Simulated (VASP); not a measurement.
Input of a VASP 6.6.1 run:

The input INCAR:

```
PREC = Accurate
ENCUT = 1130
EDIFF = 1E-7
ISMEAR = 0
SIGMA = 0.2
LREAL = F
LASPH = T
NELM = 120
ALGO = Normal
ISIF = 3
LWAVE = F
LCHARG = F
GGA = PE
IBRION = 2
NSW = 36
EDIFFG = -0.08
GGA_COMPAT = F
NELMIN = 4
```

KPOINTS

```
regular mesh
0
Gamma
  6 6 5
```

The input POSCAR:

```
NaTaO
1.0
    3.7477107600      0.0000000000      0.0000000000
   -1.8738553800      3.2456127200      0.0000000000
    0.0000000000      0.0000000000      3.9472649300
Na Ta O
1 1 1
Direct
    0.0000000000      0.0000000000      0.5000000000
    0.6666666700      0.3333333300      0.0000000000
    0.0000000000      0.0000000000      0.0000000000
```

Potentials or basis: VASP PAW PBE potentials, release 64 (Na_sv, Ta_sv_GW, O).

The run is started by

```bash
$ cat potpaw_PBE.64/Na_sv/POTCAR potpaw_PBE.64/Ta_sv_GW/POTCAR potpaw_PBE.64/O/POTCAR > POTCAR
$ mpirun -np 1 vasp_std > vasp.out
```

Question: Estimate the relaxed volume.

Answer: 19.03 Å³/atom.

Question: Estimate the band gap on the k mesh.

Answer: Zero (bands 14 and 15 overlap by 1.75 eV).

Stress tensor (GPa, compression positive):
```
-0.03  0.00  0.00
 0.00 -0.03  0.00
 0.00  0.00 -0.36
```

Caveat: the volume moved by over 15 % at a fixed basis, so the end points are rough; spin-orbit coupling is left out, which moves the levels of the heavy elements.
